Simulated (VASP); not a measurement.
PdCl (CsCl type):

```
Pd Cl
1.0
     2.71442    0.00000    0.00000
     0.00000    2.71442    0.00000
     0.00000    0.00000    2.71442
Pd Cl
1 1
Direct
  0.00000 0.00000 0.00000
  0.50000 0.50000 0.50000
```

```yaml
Program: VASP 6.6.1
Task: relaxation of cell and atoms
Functional: PBE
Potentials_or_basis: VASP PAW PBE potentials, release 64 (Pd, Cl)
Cutoff: 600 eV
k_mesh: 15 × 15 × 15
Occupations: fermi-dirac, width 0.08 eV
Spin: no spin polarisation
```

At the start: pressure 170.1 GPa; volume 10.00 Å³/atom.

Question: Where does the relaxation end?

Answer: Over 7 steps the energy falls by 2156.2 meV/atom and the volume is 17.08 Å³/atom (+70.8 %); space group Pm-3m (No. 221, to 0.1 Å) before and after.

Step by step:
```tsv
step	energy change (eV)	largest force (eV/Å)	pressure (GPa)	volume (Å³)
1	0.0000	0.0000	170.08	20.00
2	-2.4995	0.0000	-7.93	69.15
3	-2.9790	0.0000	-8.73	59.85
4	-3.3829	0.0000	-9.67	52.83
5	-4.3115	0.0000	0.83	33.80
6	-4.3106	0.0000	-1.09	34.66
7	-4.3124	0.0000	-0.05	34.16
```

Final structure:
```yaml
crystal:
  lattice:
    - [3.24480, 0.00000, 0.00000]
    - [0.00000, 3.24480, 0.00000]
    - [0.00000, 0.00000, 3.24480]
  atoms:
    - { symbol: Pd, position: [0.00000, 0.00000, 0.00000] }
    - { symbol: Cl, position: [0.50000, 0.50000, 0.50000] }
```

Caveat: the volume moved by over 15 % at a fixed basis, so the end points are rough; an odd number of electrons without spin polarisation forces a metal; a magnetic or distorted state may lie lower.
